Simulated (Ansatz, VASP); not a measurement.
**One calculation of Si, two programs**

Contents of POSCAR:

```
Si
1.0
    0.0000000000      1.8824180310      1.8824180310
    1.8824180310      0.0000000000      1.8824180310
    1.8824180310      1.8824180310      0.0000000000
Si
1
Direct
    0.0000000000      0.0000000000      0.0000000000
```

The input INCAR.step1:

```
SYSTEM = Si
PREC = Accurate
ENCUT = 600
ISMEAR = 0
SIGMA = 0.1
LREAL = .FALSE.
LASPH = .TRUE.
NELM = 60
GGA = PE
ALGO = Normal
EDIFF = 1E-4
LWAVE = .TRUE.
LCHARG = .FALSE.
```

INCAR.step2

```
SYSTEM = Si
PREC = Accurate
ENCUT = 600
EDIFF = 1E-6
ISMEAR = 0
SIGMA = 0.1
LREAL = .FALSE.
LASPH = .TRUE.
NELM = 60
ALGO = Normal
ISIF = 3
LWAVE = .FALSE.
LCHARG = .FALSE.
METAGGA = R2SCAN
LMIXTAU = .TRUE.
IBRION = 2
NSW = 100
EDIFFG = -0.01
ISTART = 1
```

The input KPOINTS:

```
regular mesh
0
G
  26 26 26
  0 0 0
```

Input for Ansatz:

```yaml
crystal:
  lattice:
    - [0.0, 1.882418031, 1.882418031]
    - [1.882418031, 0.0, 1.882418031]
    - [1.882418031, 1.882418031, 0.0]
  atoms:
    - { symbol: Si, position: [0.0, 0.0, 0.0] }
basis:
  ecutwfc: 500
kpoints:
  mp_grid: { grid: [26, 26, 26] }
hamiltonian:
  xc: r2scan
scf:
  occupations: { method: gaussian, width: 0.1 }
output:
  forces: true
  stress: true
  eigenvalues: true
relax:
  adjacent_minimum: "off"
  f_tol: 0.01
  max_steps: 80
  cell: { stress_tol: 0.05 }
```

Alike in both runs: task relaxation of cell and atoms; functional r2SCAN; k mesh 26 × 26 × 26; occupations gaussian, width 0.1 eV; no spin polarisation.

|  | VASP | Ansatz |
| --- | --- | --- |
| version | VASP 6.6.1 | Ansatz 0.2.0 |
| potentials or method | VASP PAW PBE potentials, release 64 (Si), cutoff 600 eV | scalar-relativistic, plane waves, PAW |
| valence electrons in the cell | 4 | 4 |

|  | VASP | Ansatz | Ansatz less VASP |
| --- | --- | --- | --- |
| gap on the k mesh at the Fermi level, each at its own relaxed structure (eV) | none | none | - |
| relaxed volume (Å³/atom) | 13.82 | 13.81 | -0.004 |
| relaxed length of the cell vector where the two differ most in proportion (Å) | 2.693 | 2.693 | -0.0002 |

VASP's potentials were made for PBE, not for r2SCAN. A gap of «none» marks a metal or a gap that the smearing closes.
